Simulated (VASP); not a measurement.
Wanted: the native input for a VASP 6.6.1 run.

- Task: single point
- Functional: PBE
- Potentials or basis: VASP PAW PBE potentials, release 64 (Si, C)
- Cutoff: 520 eV
- k mesh: 8 × 8 × 8
- Occupations: gaussian, width 0.1 eV
- Spin: no spin polarisation
- Dipole correction: no
- Further INCAR settings: ALGO = Normal; EDIFF = 1e-07; NBANDS = 26

The structure of Si7C lies in POSCAR:

```
Si7C
1.0
    5.1952892579      0.0000000000      0.0000000000
    0.0000000000      5.1952892579      0.0000000000
    0.0000000000      0.0000000000      5.1952892579
Si C
7 1
Direct
    0.2245119098      0.2245119098      0.2245119098
    0.0000000000      0.5000000000      0.5000000000
    0.5000000000      0.5000000000      0.0000000000
    0.5000000000      0.0000000000      0.5000000000
    0.7754880902      0.2245119098      0.7754880902
    0.7754880902      0.7754880902      0.2245119098
    0.2245119098      0.7754880902      0.7754880902
    0.0000000000      0.0000000000      0.0000000000
```

The input as run:

INCAR

```
SYSTEM = Si7C
PREC = Accurate
ENCUT = 520
EDIFF = 1E-7
ISMEAR = 0
SIGMA = 0.1
LREAL = .False.
LASPH = .True.
NELM = 100
ALGO = Normal
ISIF = 2
LWAVE = .False.
LCHARG = .True.
GGA = PE
LELF = .True.
LVHAR = .True.
NBANDS = 26
```

KPOINTS

```
regular mesh
0
Gamma
  8 8 8
  0 0 0
```

Potentials or basis: VASP PAW PBE potentials, release 64 (Si, C).

Command:

```sh
$ cat potpaw_PBE.64/Si/POTCAR potpaw_PBE.64/C/POTCAR > POTCAR
$ mpirun -np 1 vasp_std > vasp.out
```

It gave:

The pressure is -0.1 GPa and the largest force is 0.012 eV/Å. The band gap on the k mesh is zero (bands 16 and 17 overlap by 0.41 eV).

Caveat: semilocal functionals underestimate gaps, so a narrow gap can read as zero.

Run time: 62 s on 1 thread of Intel(R) Xeon(R) Platinum 8559C (Emerald Rapids), with other jobs on the host, peak memory 0.27 GiB.
